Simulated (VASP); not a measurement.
Crystal: W.

```
W
1.0
    -1.59217    1.59217    1.59217
     1.59217   -1.59217    1.59217
     1.59217    1.59217   -1.59217
W
1
Direct
  0.00000 0.00000 0.00000
```

Base run:

| Property | Result |
| --- | --- |
| Program | VASP 6.6.1 |
| Functional | PBE |
| Potentials or basis | VASP PAW PBE potentials, release 64 (W_sv) |
| Cutoff | 520 eV |
| k mesh | 14 × 14 × 14 |
| Occupations | fermi-dirac, width 1 eV |
| Spin | no spin polarisation |

Its results: band gap on the k mesh zero (band 7 reaches 16.36 eV, above the bottom of band 8 at 10.08 eV); pressure 17.1 GPa.

Q: The run is repeated on the same cell with these changes: occupations from fermi-dirac, width 1 eV to methfessel-paxton, width 0.3 eV. What comes out?

A: Band gap on the k mesh zero (band 7 reaches 16.21 eV, above the bottom of band 8 at 9.98 eV); pressure 0.5 GPa.

Caveats: spin-orbit coupling is left out, which moves the levels of the heavy elements.
